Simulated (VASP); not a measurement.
The system is TiC.

```
CELL_PARAMETERS angstrom
0.00000 2.18006 2.18006
2.18006 0.00000 2.18006
2.18006 2.18006 0.00000
ATOMIC_POSITIONS crystal
Ti 0.00000 0.00000 0.00000
C 0.50000 0.50000 0.50000
```

Base run:

* Program: VASP 6.6.1
* Functional: r2SCAN
* Potentials or basis: VASP PAW PBE potentials, release 64 (Ti_sv, C)
* Cutoff: 520 eV
* k mesh: 11 × 11 × 11
* Occupations: fermi-dirac, width 0.05 eV
* Spin: no spin polarisation

Its results: band gap on the k mesh zero (band 8 reaches 10.11 eV, above the bottom of band 9 at 8.79 eV); pressure -4.7 GPa.

**Question.** The run is repeated on the same cell with these changes: functional from r2SCAN to PBEsol. What comes out?

**Answer.** Band gap on the k mesh zero (band 8 reaches 9.73 eV, above the bottom of band 9 at 8.66 eV); pressure -11.1 GPa.

Caveats: the PAW data sets were made with another functional, which shifts forces and pressure a little.
